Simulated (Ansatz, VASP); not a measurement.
**Se in VASP and in Ansatz**

INCAR

```
SYSTEM = Se
  PREC = Accurate
  ENCUT = 520
  EDIFF = 1E-6
  ISMEAR = 0
  SIGMA = 0.05
  LREAL = .FALSE.
  LASPH = .TRUE.
  NELM = 80
  ALGO = Normal
  ISIF = 2
  LWAVE = .FALSE.
  LCHARG = .FALSE.
  GGA = PE
  IVDW = 12
  NBANDS = 16
```

KPOINTS

```
Automatic mesh
0
G
  12 12 8
  0 0 0
```

The input POSCAR:

```
Se
1.0
    4.1391994051      0.0000000000      0.0000000000
   -2.0695997025      3.5846518361      0.0000000000
    0.0000000000      0.0000000000      5.2172897710
Se
3
Direct
    0.2473450684      0.0000000000      0.3333333333
    0.0000000000      0.2473450684      0.6666666667
    0.7526549316      0.7526549316      0.0000000000
```

Input for Ansatz:

```yaml
crystal:
  lattice:
    - [4.1391994051, 0.0, 0.0]
    - [-2.0695997025, 3.5846518361, 0.0]
    - [0.0, 0.0, 5.217289771]
  atoms:
    - { symbol: Se, position: [0.2473450684, 0.0, 0.3333333333] }
    - { symbol: Se, position: [0.0, 0.2473450684, 0.6666666667] }
    - { symbol: Se, position: [0.7526549316, 0.7526549316, 0.0] }
basis:
  ecutwfc: 420
kpoints:
  mp_grid: { grid: [12, 12, 8] }
hamiltonian:
  xc: pbe
  dispersion: d3bj
scf:
  occupations: { method: gaussian, width: 0.05 }
output:
  forces: true
  stress: true
  eigenvalues: true
  write_density: true
  write_potential: true
  elf: true
  volumetric_format: npy
```

Alike in both runs: task single point; functional PBE; dispersion D3(BJ); k mesh 12 × 12 × 8; occupations gaussian, width 0.05 eV; no spin polarisation.

|  | VASP | Ansatz |
| --- | --- | --- |
| version | VASP 6.6.1 | Ansatz 0.2.0 |
| potentials or method | VASP PAW PBE potentials, release 64 (Se), cutoff 520 eV | scalar-relativistic, plane waves, PAW |
| valence electrons in the cell | 18 | 48 |

```csv
,VASP,Ansatz,Ansatz less VASP
gap on the k mesh at the Fermi level (eV),0.49,0.50,+0.008
least direct gap on the mesh (eV),0.51,0.51,+0.008
pressure (GPa),-2.9,-3.0,-0.07
"traceless stress, the component that is largest in VASP (GPa)",-0.94,-0.96,-0.028
rms of the force components (eV/Å),0.195,0.203,+0.0086
```

Atom by atom the forces differ by 0.009 eV/Å (rms over components). VASP's potentials hold 18 valence electrons a cell and Ansatz's 48, so a difference there can come from the potentials and not from the codes.
